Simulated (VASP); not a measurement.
Wanted: the native input for a VASP 6.6.1 run.

```
Task                   : single point
Functional             : PBE
Potentials or basis    : VASP PAW PBE potentials, release 64 (Si, W_sv)
Cutoff                 : 520 eV
k mesh                 : 1 × 1 × 1, shifted
Occupations            : fermi-dirac, width 0.05 eV
Spin                   : no spin polarisation
Dipole correction      : no
Further INCAR settings : LREAL = Auto; ALGO = Normal; EDIFF = 1e-06; NBANDS = 111; ISYM = 0
```

The structure of Si5W3 lies in POSCAR:

```
Si5W3
1.0
    7.2041990000     -0.0818820000      0.0070510000
   -0.0818820000      7.4902340000      0.1623590000
    0.0070510000      0.1623590000      7.4951860000
Si W
15 9
Direct
    0.6849499049      0.8466239560      0.2749741500
    0.0204662936      0.7554029468      0.8601123741
    0.1728374085      0.7225216075      0.5456572309
    0.1952833841      0.1885345192      0.3462236669
    0.9701923650      0.0732848131      0.8039769426
    0.5162652867      0.7008783633      0.0285717931
    0.3363561799      0.8731293235      0.3010524287
    0.5564694263      0.9279815464      0.6150191841
    0.4717061786      0.0424545211      0.9359071444
    1.0143063062      0.8526652888      0.1949315524
    0.2261988459      0.2607813502      0.0209614375
    0.6274323064      0.3516689336      0.0381734834
    0.0936516604      0.3993256762      0.5469276606
    0.6773679501      0.5697002553      0.7753066988
    0.9218309925      0.3402444324      0.2494653800
    0.1867018285      0.6017226178      0.1313466381
    0.4821360360      0.5536944214      0.3620278651
    0.9080589671      0.9773891994      0.4948347303
    0.3482340358      0.5341505948      0.7824460187
    0.8381033156      0.6082178611      0.4562511044
    0.9675613228      0.4296910929      0.8603959273
    0.6644304678      0.2229235833      0.7064412345
    0.2771559310      0.1730291524      0.6769950650
    0.5714021070      0.1635720386      0.3440813412
```

The input as run:

INCAR

```
PREC = Accurate
ENCUT = 520
EDIFF = 1E-6
ISMEAR = -1
SIGMA = 0.05
LREAL = Auto
LASPH = T
NELM = 80
ALGO = Normal
ISIF = 2
LWAVE = F
LCHARG = F
GGA = PE
NBANDS = 111
ISYM = 0
```

KPOINTS

```
Automatic mesh
0
Gamma
  1 1 1
  0.25 0.25 0.25
```

Potentials or basis: VASP PAW PBE potentials, release 64 (Si, W_sv).

Command:

```bash
$ cat potpaw_PBE.64/Si/POTCAR potpaw_PBE.64/W_sv/POTCAR > POTCAR
$ mpirun -np 1 vasp_std > vasp.out
```

Results of the run:

```
Pressure      : -6.5 GPa
Largest force : 1.989 eV/Å
```

Caveat: the k points lie up to 0.87 Å⁻¹ apart, too coarse for converged energies, forces and pressures; the atoms stand as in a frame of molecular dynamics.

It took 87 s on 1 thread of Intel(R) Xeon(R) Platinum 8559C (Emerald Rapids), with other jobs on the host, peak memory 0.4 GiB.
